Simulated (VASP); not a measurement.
A run of VASP 6.6.1:

Contents of INCAR:

```
PREC = Accurate
ENCUT = 520
EDIFF = 1E-6
ISMEAR = 0
SIGMA = 0.1
LREAL = False
LASPH = True
NELM = 100
ALGO = Fast
ISIF = 2
LWAVE = False
LCHARG = False
GGA = PE
NBANDS = 45
```

KPOINTS

```
regular mesh
0
Gamma
  8 8 8
```

File POSCAR:

```
Cd
1.0
   -3.5200125487      3.5200125487      3.5200125487
    3.5200125487     -3.5200125487      3.5200125487
    3.5200125487      3.5200125487     -3.5200125487
Cd
6
Direct
    0.0000000000      0.3046945125      0.3046945125
    0.0000000000      0.6953054875      0.6953054875
    0.3046945125      0.0000000000      0.3046945125
    0.6953054875      0.0000000000      0.6953054875
    0.3046945125      0.3046945125      0.0000000000
    0.6953054875      0.6953054875      0.0000000000
```

Potentials or basis: VASP PAW PBE potentials, release 64 (Cd).

Run with:

```console
$ cat potpaw_PBE.64/Cd/POTCAR > POTCAR
$ mpirun -np 1 vasp_std > vasp.out
```

Hardware: 1 thread of Oxide Virtual Turin-like Processor, on a shared host.

Problem. Estimate the wall time of this run.

Solution. Wall time 4.5 min on 1 thread of Oxide Virtual Turin-like Processor (shared host), peak memory 0.36 GiB. Counts: scf iterations 12, k points 29.
